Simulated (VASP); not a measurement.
Here is a VASP 6.6.1 calculation.

INCAR

```
PREC     = Accurate       # precision mode
ENCUT    = 520            # plane-wave cutoff, eV
EDIFF    = 1E-7           # SCF threshold, eV
ISMEAR   = -1             # smearing method
SIGMA    = 0.05           # smearing width, eV
LREAL    = F              # projectors in reciprocal space
LASPH    = T              # aspherical terms in the spheres
NELM     = 60             # most SCF steps
ALGO     = Normal         # electronic algorithm
ISIF     = 2              # what is computed and relaxed
LWAVE    = F              # write WAVECAR
LCHARG   = F              # write CHGCAR
GGA      = PE             # functional
NBANDS   = 11             # bands
```

Contents of KPOINTS:

```
Automatic mesh
0
Gamma
  10 10 10
```

POSCAR

```
MgO
1.0
    2.8983130506      0.0000000000      0.0000000000
   -1.4491565253      2.5100127300      0.0000000000
    0.0000000000      0.0000000000      2.6434636685
Mg O
1 1
Direct
    0.0000000000      0.0000000000      0.0000000000
    0.3333333333      0.6666666667      0.5000000000
```

Potentials or basis: VASP PAW PBE potentials, release 64 (Mg, O).

The run is started by

```console
$ cat potpaw_PBE.64/Mg/POTCAR potpaw_PBE.64/O/POTCAR > POTCAR
$ mpirun -np 1 vasp_std > vasp.out
```

**Question.** What does it give for the pressure?

**Answer.** 5.5 GPa.

**Question.** Predict the band gap on the k mesh.

**Answer.** 3.32 eV, indirect (least direct gap 3.72 eV).

Stress tensor (GPa, compression positive):
```
4.97 0.00 0.00
0.00 4.97 0.00
0.00 0.00 6.42
```

A k mesh can miss the band edges. PBE gaps usually lie below the measured ones, often by a third to a half.
